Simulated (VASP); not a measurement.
# SrMg (Pm-3m) in VASP: further runs

SrMg is run at these levels: LDA; tasks: electric field gradients.

Program: VASP 6.6.1. These are calculated values, not measurements. Logs are shortened: lines on timing, memory, paths and dates and some standing lists are left out, and cuts for length are marked.

## (1) The cell of the first run

Symmetry: Pm-3m, No. 221, cubic system. The conventional cell has a = 3.951 Å, b = 3.951 Å, c = 3.951 Å, α = 90.00°, β = 90.00°, γ = 90.00°. Sr (site symmetry m-3m) has 8 Mg at 3.42 Å and 6 Sr at 3.95 Å within 4.5 Å. Mg (site symmetry m-3m) has 8 Sr at 3.42 Å and 6 Mg at 3.95 Å within 4.5 Å.

## (2) Electric field gradients, LDA (volume scaled by 1.04)

The input, INCAR:

```
SYSTEM = SrMg
ALGO     = Normal         ! electronic algorithm
EDIFF    = 1E-8           ! SCF threshold, eV
ENCUT    = 520            ! plane-wave cutoff, eV
GGA      = CA             ! functional
ISIF     = 2              ! what is computed and relaxed
ISMEAR   = -1             ! smearing method
LASPH    = .True.         ! aspherical terms in the spheres
LCHARG   = .False.        ! write CHGCAR
LEFG     = .True.       
LREAL    = .False.        ! projectors in reciprocal space
LWAVE    = .False.        ! write WAVECAR
NBANDS   = 13             ! bands
NELM     = 100            ! most SCF steps
PREC     = Accurate       ! precision mode
SIGMA    = 0.05           ! smearing width, eV
```

The input, KPOINTS:

```
k-points
0
Gamma
  9 9 9
  0 0 0
```

The input, POSCAR:

```
SrMg
1.0
    3.9513216749      0.0000000000      0.0000000000
    0.0000000000      3.9513216749      0.0000000000
    0.0000000000      0.0000000000      3.9513216749
Sr Mg
1 1
Direct
    0.5000000000      0.5000000000      0.5000000000
    0.0000000000      0.0000000000      0.0000000000
```

Potentials or basis: VASP PAW LDA potentials, release 64 (Sr_sv, Mg).

Command:

```sh
cat potpaw_LDA.64/Sr_sv/POTCAR potpaw_LDA.64/Mg/POTCAR > POTCAR
mpirun -np 1 vasp_std > vasp.out
```

OUTCAR:

```text
SYSTEM = SrMg
   EDIFF = 1E-8
   ENCUT = 520
   GGA = CA
   ISIF = 2
   ISMEAR = -1
   LASPH = .True.
   LREAL = .False.
   NELM = 100
   PREC = Accurate

 ion  position               nearest neighbor table
   1  0.500  0.500  0.500-   2 3.42   2 3.42   2 3.42   2 3.42   2 3.42   2 3.42   2 3.42   2 3.42

   2  0.000  0.000  0.000-   1 3.42   1 3.42   1 3.42   1 3.42   1 3.42   1 3.42   1 3.42   1 3.42

  LATTYP: Found a simple cubic cell.
 ALAT       =     3.9513216749

  Lattice vectors:

 A1 = (   3.9513216749,   0.0000000000,   0.0000000000)
 A2 = (   0.0000000000,   3.9513216749,   0.0000000000)
 A3 = (   0.0000000000,   0.0000000000,   3.9513216749)

Analysis of symmetry for initial positions (statically):
=====================================================================
 Subroutine PRICEL returns:
 Original cell was already a primitive cell.

 Routine SETGRP: Setting up the symmetry group for a
 simple cubic supercell.

 Subroutine GETGRP returns: Found 48 space group operations
 (whereof 48 operations were pure point group operations)
 out of a pool of 48 trial point group operations.

The static configuration has the point symmetry O_h .

Analysis of symmetry for dynamics (positions and initial velocities):
=====================================================================
 Subroutine PRICEL returns:
 Original cell was already a primitive cell.

 Routine SETGRP: Setting up the symmetry group for a
 simple cubic supercell.

 Subroutine GETGRP returns: Found 48 space group operations
 (whereof 48 operations were pure point group operations)
 out of a pool of 48 trial point group operations.

The dynamic configuration has the point symmetry O_h .

 Subroutine INISYM returns: Found 48 space group operations
 (whereof 48 operations are pure point group operations),
 and found     1 'primitive' translations

----------------------------------------------------------------------------------------

                                     Primitive cell

  volume of cell :      61.6918

  direct lattice vectors                    reciprocal lattice vectors
     3.951321675  0.000000000  0.000000000     0.253079876  0.000000000  0.000000000
     0.000000000  3.951321675  0.000000000     0.000000000  0.253079876  0.000000000
     0.000000000  0.000000000  3.951321675     0.000000000  0.000000000  0.253079876

  length of vectors
[... 128 lines left out ...]
  energy without entropy =       -3.87506660  energy(sigma->0) =       -3.88137774

 E-fermi :   2.4438     XC(G=0):  -8.7179

 val. band max:        2.2889114806   @ k =   0.3333   0.3333   0.2222
 cond. band min:       2.4522523336   @ k =   0.2222   0.0000   0.0000
 fundamental gap:      0.1633408531
 Fermi energy:         2.4438260965

 k-point     1 :       0.0000    0.0000    0.0000
  band No.  band energies     occupation
      1     -33.0439      2.00000
      2     -15.0969      2.00000
      3     -15.0969      2.00000
      4     -15.0969      2.00000
      5      -2.7393      2.00000
      6       3.0856      0.00001
      7       3.0856      0.00001
      8       6.7220      0.00000
      9       6.7220      0.00000
     10       6.7220      0.00000
     11       7.3705      0.00000
     12       7.3705      0.00000
     13       7.3705      0.00000
[... 354 lines left out ...]
  band No.  band energies     occupation
      1     -33.0168      2.00000
      2     -15.3217      2.00000
      3     -15.2590      2.00000
      4     -15.0844      2.00000
      5      -0.0104      2.00000
      6       1.5675      2.00000
      7       2.7780      0.00250
      8       4.0420      0.00000
      9       5.3112      0.00000
     10       5.7308      0.00000
     11       8.2025      0.00000
     12       8.6552      0.00000
     13       8.9415      0.00000

 [... further k-points ...]
[... 5 lines left out ...]
  --------------------------------------------------------------------------------------
  -------------------------------------------------------------------------------------
  Total        0.7649631      0.7649631      0.7649631      0.0000000     -0.0000000      0.0000000
  in kB       19.8666173     19.8666173     19.8666173      0.0000000     -0.0000000      0.0000000
  external PRESSURE =      19.8666173 kB  Pullay stress =       0.0000000 kB

 VOLUME and BASIS-vectors are now :
 -----------------------------------------------------------------------------
  energy-cutoff  :      520.00
  volume of cell :       61.69
      direct lattice vectors                 reciprocal lattice vectors
     3.951321675  0.000000000  0.000000000     0.253079876  0.000000000  0.000000000
     0.000000000  3.951321675  0.000000000     0.000000000  0.253079876  0.000000000
     0.000000000  0.000000000  3.951321675     0.000000000  0.000000000  0.253079876

 POSITION                                       TOTAL-FORCE (eV/Angst)
 -----------------------------------------------------------------------------------
      1.97566      1.97566      1.97566         0.000000      0.000000      0.000000
      0.00000      0.00000      0.00000         0.000000      0.000000      0.000000
 -----------------------------------------------------------------------------------
    total drift:                                0.000000      0.000000      0.000000

  FREE ENERGIE OF THE ION-ELECTRON SYSTEM (eV)
  ---------------------------------------------------
  free  energy   TOTEN  =        -3.8876888748 eV

  energy  without entropy=       -3.8750665967  energy(sigma->0) =       -3.88137774

 Electric field gradients (V/A^2)
---------------------------------------------------------------------
 ion       V_xx      V_yy      V_zz      V_xy      V_xz      V_yz
---------------------------------------------------------------------
   1      -0.000     0.000    -0.000     0.000     0.000     0.000
   2      -0.000    -0.000     0.000     0.000     0.000    -0.000
---------------------------------------------------------------------

 Electric field gradients after diagonalization (V/A^2)
 (convention: |V_zz| > |V_xx| > |V_yy|)
----------------------------------------------------------------------
 ion       V_xx      V_yy      V_zz     asymmetry (V_yy - V_xx)/ V_zz
----------------------------------------------------------------------
   1       0.000    -0.000    -0.000       0.366
   2      -0.000    -0.000     0.000       0.029
----------------------------------------------------------------------

           NMR quadrupolar parameters

 Cq : quadrupolar parameter    Cq=e*Q*V_zz/h
 eta: asymmetry parameters     (V_yy - V_xx)/ V_zz
 Q  : nuclear electric quadrupole moment in mb (millibarn)
----------------------------------------------------------------------
 ion       Cq(MHz)       eta       Q (mb)
----------------------------------------------------------------------
   1      -0.000       0.366       1.000
   2       0.000       0.029       1.000
----------------------------------------------------------------------
```

OSZICAR:

```text
N       E                     dE             d eps       ncg     rms          rms(c)
DAV:   1     0.470202006324E+02    0.47020E+02   -0.56726E+03   934   0.770E+02
DAV:   2    -0.846740934639E+00   -0.47867E+02   -0.46714E+02  1148   0.170E+02
DAV:   3    -0.382943860825E+01   -0.29827E+01   -0.29633E+01  1566   0.313E+01
DAV:   4    -0.391766694038E+01   -0.88228E-01   -0.88130E-01  1146   0.423E+00
DAV:   5    -0.391995301442E+01   -0.22861E-02   -0.22856E-02  1315   0.513E-01    0.174E+01
DAV:   6    -0.389839507557E+01    0.21558E-01   -0.17057E-02  1113   0.109E+00    0.971E+00
DAV:   7    -0.388805780993E+01    0.10337E-01   -0.24098E-02  1055   0.130E+00    0.408E-01
DAV:   8    -0.388766825403E+01    0.38956E-03   -0.22119E-03  1494   0.266E-01    0.850E-02
DAV:   9    -0.388768404986E+01   -0.15796E-04   -0.24429E-05  1110   0.358E-02    0.389E-02
DAV:  10    -0.388768886534E+01   -0.48155E-05   -0.10052E-05  1447   0.221E-02    0.333E-02
DAV:  11    -0.388768882225E+01    0.43087E-07   -0.70900E-07  1095   0.569E-03    0.118E-03
DAV:  12    -0.388768886894E+01   -0.46685E-07   -0.16917E-07  1419   0.133E-03    0.581E-04
DAV:  13    -0.388768887480E+01   -0.58690E-08   -0.50081E-09   774   0.454E-04
   1 F= -.38876889E+01 E0= -.38813777E+01  d E =-.126223E-01
```

It took 11 s on 1 thread of Intel Xeon 6975P-C (Granite Rapids), shared host; peak memory 0.16 GiB.

What came out:

| Quantity | Value |
| --- | --- |
| Free energy | -3.8877 eV |
| Pressure | 2.0 GPa |
| Band gap on the k mesh | zero (band 6 reaches 3.09 eV, above the bottom of band 7 at 1.74 eV) |

Levels at points of the mesh, in eV from the Fermi level:
```csv
k point,band 4,band 5,band 6,band 7,band 8,band 9
"(0.00, 0.00, 0.00)",-17.54,-5.18,0.64,0.64,4.28,4.28
```

Caveat: without QUAD_EFG the Cq values of the log hold for a quadrupole moment of 1 mb, not for the nuclei.

## (3) Electric field gradients, LDA (volume scaled by 1.04)

The input, INCAR:

```
ALGO = Normal ; EDIFF = 1E-8
ENCUT = 520 ; GGA = CA
ISIF = 2 ; ISMEAR = -1
LASPH = T ; LCHARG = F
LEFG = T ; LREAL = F
LWAVE = F ; NBANDS = 13
NELM = 100 ; PREC = Accurate
SIGMA = 0.05
```

The input, KPOINTS:

```
k-points
0
Gamma
  9 9 9
```

POSCAR is that of step 2.

Potentials or basis: VASP PAW LDA potentials, release 64 (Sr_sv, Mg).

Command:

```sh
cat potpaw_LDA.64/Sr_sv/POTCAR potpaw_LDA.64/Mg/POTCAR > POTCAR
mpirun -np 1 vasp_std > vasp.out
```

OUTCAR:

```text
EDIFF = 1E-8
   ENCUT = 520
   GGA = CA
   ISIF = 2
   ISMEAR = -1
   LASPH = T
   LREAL = F
   NELM = 100
   PREC = Accurate

 ion  position               nearest neighbor table
   1  0.500  0.500  0.500-   2 3.42   2 3.42   2 3.42   2 3.42   2 3.42   2 3.42   2 3.42   2 3.42

   2  0.000  0.000  0.000-   1 3.42   1 3.42   1 3.42   1 3.42   1 3.42   1 3.42   1 3.42   1 3.42

  LATTYP: Found a simple cubic cell.
 ALAT       =     3.9513216749

  Lattice vectors:

 A1 = (   3.9513216749,   0.0000000000,   0.0000000000)
 A2 = (   0.0000000000,   3.9513216749,   0.0000000000)
 A3 = (   0.0000000000,   0.0000000000,   3.9513216749)

Analysis of symmetry for initial positions (statically):
=====================================================================
 Subroutine PRICEL returns:
 Original cell was already a primitive cell.

 Routine SETGRP: Setting up the symmetry group for a
 simple cubic supercell.

 Subroutine GETGRP returns: Found 48 space group operations
 (whereof 48 operations were pure point group operations)
 out of a pool of 48 trial point group operations.

The static configuration has the point symmetry O_h .

Analysis of symmetry for dynamics (positions and initial velocities):
=====================================================================
 Subroutine PRICEL returns:
 Original cell was already a primitive cell.

 Routine SETGRP: Setting up the symmetry group for a
 simple cubic supercell.

 Subroutine GETGRP returns: Found 48 space group operations
 (whereof 48 operations were pure point group operations)
 out of a pool of 48 trial point group operations.

The dynamic configuration has the point symmetry O_h .

[... 528 lines left out ...]
      6       1.5675      2.00000
      7       2.7780      0.00250
      8       4.0420      0.00000
      9       5.3112      0.00000
     10       5.7308      0.00000
     11       8.2025      0.00000
     12       8.6552      0.00000
     13       8.9415      0.00000

 [... further k-points ...]

------------------------ aborting loop because EDIFF is reached ----------------------------------------

  FORCE on cell =-STRESS in cart. coord.  units (eV):
  Direction    XX          YY          ZZ          XY          YZ          ZX
  --------------------------------------------------------------------------------------
  -------------------------------------------------------------------------------------
  Total        0.7649631      0.7649631      0.7649631      0.0000000     -0.0000000      0.0000000
  in kB       19.8666173     19.8666173     19.8666173      0.0000000     -0.0000000      0.0000000
  external PRESSURE =      19.8666173 kB  Pullay stress =       0.0000000 kB

 VOLUME and BASIS-vectors are now :
 -----------------------------------------------------------------------------
  energy-cutoff  :      520.00
  volume of cell :       61.69
      direct lattice vectors                 reciprocal lattice vectors
     3.951321675  0.000000000  0.000000000     0.253079876  0.000000000  0.000000000
     0.000000000  3.951321675  0.000000000     0.000000000  0.253079876  0.000000000
     0.000000000  0.000000000  3.951321675     0.000000000  0.000000000  0.253079876

 POSITION                                       TOTAL-FORCE (eV/Angst)
 -----------------------------------------------------------------------------------
      1.97566      1.97566      1.97566         0.000000      0.000000      0.000000
      0.00000      0.00000      0.00000         0.000000      0.000000      0.000000
 -----------------------------------------------------------------------------------
    total drift:                                0.000000      0.000000      0.000000

  FREE ENERGIE OF THE ION-ELECTRON SYSTEM (eV)
  ---------------------------------------------------
  free  energy   TOTEN  =        -3.8876888748 eV

  energy  without entropy=       -3.8750665967  energy(sigma->0) =       -3.88137774

 Electric field gradients (V/A^2)
---------------------------------------------------------------------
 ion       V_xx      V_yy      V_zz      V_xy      V_xz      V_yz
---------------------------------------------------------------------
   1      -0.000     0.000    -0.000     0.000     0.000     0.000
   2      -0.000    -0.000     0.000     0.000     0.000    -0.000
---------------------------------------------------------------------

 Electric field gradients after diagonalization (V/A^2)
 (convention: |V_zz| > |V_xx| > |V_yy|)
----------------------------------------------------------------------
 ion       V_xx      V_yy      V_zz     asymmetry (V_yy - V_xx)/ V_zz
----------------------------------------------------------------------
   1       0.000    -0.000    -0.000       0.366
   2      -0.000    -0.000     0.000       0.029
----------------------------------------------------------------------

           NMR quadrupolar parameters

 Cq : quadrupolar parameter    Cq=e*Q*V_zz/h
 eta: asymmetry parameters     (V_yy - V_xx)/ V_zz
 Q  : nuclear electric quadrupole moment in mb (millibarn)
----------------------------------------------------------------------
 ion       Cq(MHz)       eta       Q (mb)
----------------------------------------------------------------------
   1      -0.000       0.366       1.000
   2       0.000       0.029       1.000
----------------------------------------------------------------------
```

Run time: 12 s. Hardware: 1 thread of Intel Xeon 6975P-C (Granite Rapids), shared host; peak memory 0.16 GiB.

What came out:

| Item | Value |
| --- | --- |
| Free energy | -3.8877 eV |
| Pressure | 2.0 GPa |
| Band gap on the k mesh | zero (band 6 reaches 3.09 eV, above the bottom of band 7 at 1.74 eV) |

Caveat: without QUAD_EFG the Cq values of the log hold for a quadrupole moment of 1 mb, not for the nuclei.

[end of part 1 of 2]
